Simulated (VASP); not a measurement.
Wanted: the native input for a VASP 6.6.1 run.

- Task: single point
- Functional: PBEsol
- Potentials or basis: VASP PAW PBE potentials, release 64 (Fe_sv, O)
- Cutoff: 600 eV
- k mesh: 9 × 9 × 9
- Occupations: fermi-dirac, width 0.05 eV
- Spin: collinear spin, ferromagnetic start
- Starting moments: [3.0, 0.0] μB
- Dipole correction: no
- Second run: valence_matched
- Further INCAR settings: ALGO = Normal; EDIFF = 1e-06; NBANDS = 22

The structure of FeO (Wuestite) lies in POSCAR:

```
FeO
1.0
    0.0000000000      2.1122920000      2.1554000000
    2.1122920000      0.0000000000      2.1554000000
    2.1122920000      2.1122920000      0.0000000000
Fe O
1 1
Direct
    0.0000000000      0.0000000000      0.0000000000
    0.5000000000      0.5000000000      0.5000000000
```

These files were run (other wordings do the same):

INCAR

```
  ALGO = Normal
  EDIFF = 1E-6
  ENCUT = 600
  GGA = PS
  GGA_COMPAT = False
  ISIF = 2
  ISMEAR = -1
  ISPIN = 2
  LASPH = True
  LCHARG = False
  LMAXMIX = 4
  LORBIT = 11
  LREAL = False
  LWAVE = False
  MAGMOM = 3 0
  NBANDS = 22
  NELM = 200
  PREC = Accurate
  SIGMA = 0.05
```

KPOINTS

```
k-points
0
Gamma
  9 9 9
```

Potentials or basis: VASP PAW PBE potentials, release 64 (Fe_sv, O).

Launch:

```console
$ cat potpaw_PBE.64/Fe_sv/POTCAR potpaw_PBE.64/O/POTCAR > POTCAR
$ mpirun -np 1 vasp_std > vasp.out
```

It gave:

- Pressure: -3.3 GPa
- Band gap on the k mesh: zero (filled and empty bands overlap)
- Net moment: 4.00 μB per cell
- Site moments: Fe +3.46; O +0.31 μB
- Valence electrons inside the program's atomic spheres: Fe 13.62; O 4.99

Caveat: the PAW data sets were made with another functional, which shifts forces and pressure a little; a cell with one magnetic atom can't hold antiferromagnetic order, which such compounds often take; semilocal functionals often make such compounds metallic where correlation or magnetic order opens a gap, which also shifts bond lengths.

Wall time 43 s on 1 thread of Intel(R) Xeon(R) Platinum 8488C (Sapphire Rapids), with other jobs on the host, peak memory 0.19 GiB.
